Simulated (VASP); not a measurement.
# C (Fd-3m) in VASP: notebook, part 2 of 2

VASP 6.6.1. The steps go on from the part before.

## (3) Relaxation of cell and atoms, r2SCAN+rVV10

POSCAR reads:

```
C
1.0
    0.0000000000      1.7833700000      1.7833700000
    1.7833700000      0.0000000000      1.7833700000
    1.7833700000      1.7833700000      0.0000000000
C
2
Direct
    0.0000000000      0.0000000000      0.0000000000
    0.2500000000      0.2500000000      0.2500000000
```

INCAR.step1 reads:

```
SYSTEM = C
PREC = Accurate
ENCUT = 600
ISMEAR = 0
SIGMA = 0.01
LREAL = .False.
LASPH = .True.
NELM = 80
GGA = PE
ALGO = Normal
EDIFF = 1E-4
LWAVE = .True.
LCHARG = .False.
```

INCAR.step2 reads:

```
SYSTEM = C
PREC = Accurate
ENCUT = 600
EDIFF = 1E-7
ISMEAR = 0
SIGMA = 0.01
LREAL = .False.
LASPH = .True.
NELM = 80
ALGO = Normal
ISIF = 3
LWAVE = .False.
LCHARG = .False.
METAGGA = R2SCAN
LMIXTAU = .True.
LUSE_VDW = .True.
IVDW_NL = 2
BPARAM = 11.95
CPARAM = 0.0093
IBRION = 2
NSW = 80
EDIFFG = -0.005
ISTART = 1
```

KPOINTS reads:

```
regular mesh
0
Gamma
  8 8 8
  0 0 0
```

Potentials or basis: VASP PAW PBE potentials, release 64 (C).

The run is started by

```bash
> cat potpaw_PBE.64/C/POTCAR > POTCAR
> cp INCAR.step1 INCAR
> mpirun -np 1 vasp_std > vasp.out
> cp INCAR.step2 INCAR
> mpirun -np 1 vasp_std > vasp.out
```

OUTCAR:

```text
SYSTEM = C
   PREC = Accurate
   ENCUT = 600
   EDIFF = 1E-7
   ISMEAR = 0
   LREAL = .False.
   LASPH = .True.
   NELM = 80
   ISIF = 3
   METAGGA = R2SCAN
   IVDW_NL = 2
   BPARAM = 11.95
   IBRION = 2
   NSW = 80
   EDIFFG = -0.005
   ISTART = 1

 ion  position               nearest neighbor table
   1  0.000  0.000  0.000-   2 1.54   2 1.54   2 1.54   2 1.54
   2  0.250  0.250  0.250-   1 1.54   1 1.54   1 1.54   1 1.54

  LATTYP: Found a face centered cubic cell.
 ALAT       =     3.5667400000

  Lattice vectors:

 A1 = (   0.0000000000,   1.7833700000,   1.7833700000)
 A2 = (   1.7833700000,   0.0000000000,   1.7833700000)
 A3 = (   1.7833700000,   1.7833700000,   0.0000000000)

Analysis of symmetry for initial positions (statically):
=====================================================================
 Subroutine PRICEL returns:
 Original cell was already a primitive cell.

 Routine SETGRP: Setting up the symmetry group for a
 face centered cubic supercell.

 Subroutine GETGRP returns: Found 48 space group operations
 (whereof 24 operations were pure point group operations)
 out of a pool of 48 trial point group operations.

The static configuration has the point symmetry T_d .
 The point group associated with its full space group is O_h .

Analysis of symmetry for dynamics (positions and initial velocities):
=====================================================================
 Subroutine PRICEL returns:
 Original cell was already a primitive cell.

 Routine SETGRP: Setting up the symmetry group for a
 face centered cubic supercell.

 Subroutine GETGRP returns: Found 48 space group operations
 (whereof 24 operations were pure point group operations)
 out of a pool of 48 trial point group operations.

The dynamic configuration has the point symmetry T_d .
 The point group associated with its full space group is O_h .

 Subroutine INISYM returns: Found 48 space group operations
 (whereof 24 operations are pure point group operations),
 and found     1 'primitive' translations

----------------------------------------------------------------------------------------

                                     Primitive cell

  volume of cell :      11.3437

  direct lattice vectors                    reciprocal lattice vectors
     0.000000000  1.783370000  1.783370000    -0.280368067  0.280368067  0.280368067
     1.783370000  0.000000000  1.783370000     0.280368067 -0.280368067  0.280368067
     1.783370000  1.783370000  0.000000000     0.280368067  0.280368067 -0.280368067

  length of vectors
     2.522066041  2.522066041  2.522066041     0.485611737  0.485611737  0.485611737

  position of ions in fractional coordinates (direct lattice)
     0.000000000  0.000000000  0.000000000
     0.250000000  0.250000000  0.250000000

  ion indices of the primitive-cell ions
   primitive index   ion index
                 1           1
                 2           2

----------------------------------------------------------------------------------------

[... 53 lines left out ...]
   total plane-waves  NPLWV =   8000
   dimension x,y,z NGX =    20 NGY =   20 NGZ =   20
   dimension x,y,z NGXF=    40 NGYF=   40 NGZF=   40
   ions per type =               2
   NGX,Y,Z   is equivalent  to a cutoff of  13.18, 13.18, 13.18 a.u.
   NGXF,Y,Z  is equivalent  to a cutoff of  26.37, 26.37, 26.37 a.u.
 SYSTEM =  C
   PREC   = accura    normal or accurate (medium, high low for compatibility)
   ISTART =      1    job   : 0-new  1-cont  2-samecut
   ICHARG =      0    charge: 1-file 2-atom 10-const
   ISPIN  =      1    spin polarized calculation?
   LNONCOLLINEAR =      F non collinear calculations
   LSORBIT =      F    spin-orbit coupling
   LASPH  =      T    aspherical Exc in radial PAW
   ENCUT  =  600.0 eV  44.10 Ry    6.64 a.u.   5.04  5.04  5.04*2*pi/ulx,y,z
   NELM   =     80;   NELMIN=  2; NELMDL=  0     # of ELM steps
   EDIFF  = 0.1E-06   stopping-criterion for ELM
   LREAL  =      F    real-space projection
   EDIFFG = -.5E-02   stopping-criterion for IOM
   NSW    =     80    number of steps for IOM
   IBRION =      2    ionic relax: 0-MD 1-quasi-New 2-CG
   NFREE  =      1    steps in history (QN), initial steepest desc. (CG)
   ISIF   =      3    stress and relaxation
   ISYM   =      2    0-nonsym 1-usesym 2-fastsym
   POTIM  = 0.5000    time-step for ionic-motion
   TEBEG  =    0.0;   TEEND  =   0.0 temperature during run
   PSTRESS=    0.0 pullay stress
   NELECT =       8.0000    total number of electrons
   NUPDOWN=      -1.0000    fix difference up-down
   EMIN   =  10.00;   EMAX   =-10.00  energy-range for DOS
   EFERMI =   0.00;   METHOD = LEGACY
   ISMEAR =     0;   SIGMA  =   0.01  broadening in eV -4-tet -1-fermi 0-gaus
   EFERMI_NEDOS =   21; number of points for ismear=-14 and -15
   IALGO  =     38    algorithm
   IMIX   =      4    mixing-type and parameters
     AMIX     =   0.40;   BMIX     =  1.00
     AMIX_MAG =   1.60;   BMIX_MAG =  1.00
  volume/ion in A,a.u.               =       5.67        38.28
  Fermi-wavevector in a.u.,A,eV,Ry     =   1.457203  2.753714 28.891161  2.123440
  Thomas-Fermi vector in A             =   2.574032
   LORBIT       =      0    0 simple, 1 ext, 2 COOP (PROOUT), +10 PAW based schemes
   METAGGA = R2SCAN    functional components
   LHFCALC =     F    Hartree Fock is set to
   AEXX    =    0.0000 exact exchange contribution
   IVDW_NL    =     2    kernel type
   BPARAM     =11.9500
   IVDW    =     0    specifies the selected vdW correction
   LEPSILON=     F    determine dielectric tensor
   LRPA    =     F    only Hartree local field effects (RPA)
 conjugate gradient relaxation of ions
 non-spin polarized calculation
 Gauss-broadening in eV      SIGMA  =   0.01
  energy-cutoff  :      600.00
  volume of cell :       11.34
 maximum number of plane-waves:       391
   NGX =  9   NGY =  9   NGZ =  9

--------------------------------------- Ionic step        1  -------------------------------------------

 number of electron       7.9999999 magnetization

 Free energy of the ion-electron system (eV)
  ---------------------------------------------------
  ext. energy  EPLUGINS =         0.00000000
  ---------------------------------------------------
  free energy    TOTEN  =       -19.58651965 eV

  energy without entropy =      -19.58651965  energy(sigma->0) =      -19.58651965

------------------------ aborting loop because EDIFF is reached ----------------------------------------

  FORCE on cell =-STRESS in cart. coord.  units (eV):
  Direction    XX          YY          ZZ          XY          YZ          ZX
  --------------------------------------------------------------------------------------
  -------------------------------------------------------------------------------------
  Total       -0.2109630     -0.2109630     -0.2109630      0.0000000      0.0000000      0.0000000
  in kB      -29.7963162    -29.7963162    -29.7963162      0.0000000      0.0000000      0.0000000
  external PRESSURE =     -29.7963162 kB  Pullay stress =       0.0000000 kB
[... 59 lines left out ...]
--------------------------------------- Ionic step        3  -------------------------------------------

 number of electron       7.9999999 magnetization

 Free energy of the ion-electron system (eV)
  ---------------------------------------------------
  ext. energy  EPLUGINS =         0.00000000
  ---------------------------------------------------
  free energy    TOTEN  =       -19.58722989 eV

  energy without entropy =      -19.58722989  energy(sigma->0) =      -19.58722989

 E-fermi :   9.8687     XC(G=0): -14.3261

 val. band max:        9.8156008203   @ k =   0.0000   0.0000   0.0000
 cond. band min:      14.1264088002   @ k =   0.3750   0.3750   0.0000
 fundamental gap:      4.3108079799
 Fermi energy:         9.8687040393

 k-point     1 :       0.0000    0.0000    0.0000
  band No.  band energies     occupation
      1     -12.9887      2.00000
      2       9.8156      2.00000
      3       9.8156      2.00000
      4       9.8156      2.00000
      5      15.6625      0.00000
      6      15.6625      0.00000
      7      15.6625      0.00000
      8      23.7854      0.00000
[... 243 lines left out ...]
 k-point    24 :      -0.3750    0.2500    0.1250
  band No.  band energies     occupation
      1      -5.9204      2.00000
      2      -3.2894      2.00000
      3       3.0662      2.00000
      4       4.8219      2.00000
      5      18.5773      0.00000
      6      19.7319      0.00000
      7      23.6351      0.00000
      8      25.6258      0.00000

 [... further k-points ...]

------------------------ aborting loop because EDIFF is reached ----------------------------------------

  FORCE on cell =-STRESS in cart. coord.  units (eV):
  Direction    XX          YY          ZZ          XY          YZ          ZX
  --------------------------------------------------------------------------------------
  -------------------------------------------------------------------------------------
  Total        0.0007537      0.0007537      0.0007537     -0.0000000      0.0000000     -0.0000000
  in kB        0.1071713      0.1071713      0.1071713     -0.0000000      0.0000000     -0.0000000
  external PRESSURE =       0.1071713 kB  Pullay stress =       0.0000000 kB
[... 17 lines left out ...]
  FREE ENERGIE OF THE ION-ELECTRON SYSTEM (eV)
  ---------------------------------------------------
  free  energy   TOTEN  =       -19.5872298922 eV

  energy  without entropy=      -19.5872298922  energy(sigma->0) =      -19.58722989

 reached required accuracy - stopping structural energy minimisation
```

It took 1.9 min on 1 thread of Intel Xeon 8259CL, shared host; peak memory 0.17 GiB.

Results:

* Free energy: -19.5872 eV
* Relaxed volume: 5.63 Å³/atom
* Relaxed cell: a = 2.516 Å, b = 2.516 Å, c = 2.516 Å, α = 60.00°, β = 60.00°, γ = 60.00°
* Space group after relaxing (to 0.05 Å): Fd-3m (No. 227)
* Energy gained by relaxing: 0.4 meV/atom
* Ionic steps: 3
* Pressure after relaxing: 0.0 GPa
* Band gap on the k mesh: 4.31 eV, indirect (least direct gap 5.85 eV)

The path:
```
step  energy change (eV)  largest force (eV/Å)  pressure (GPa)  volume (Å³)
   1              0.0000                0.0000           -2.98        11.34
   2              0.0005                0.0000            3.96        11.17
   3             -0.0007                0.0000            0.01        11.27
```

Final structure:
```yaml
crystal:
  lattice:
    - [0.00000, 1.77940, 1.77940]
    - [1.77940, 0.00000, 1.77940]
    - [1.77940, 1.77940, 0.00000]
  atoms:
    - { symbol: C, position: [0.00000, 0.00000, 0.00000] }
    - { symbol: C, position: [0.25000, 0.25000, 0.25000] }
```

Caveat: the PAW data sets were made with another functional, which shifts forces and pressure a little. A k mesh can miss the band edges.
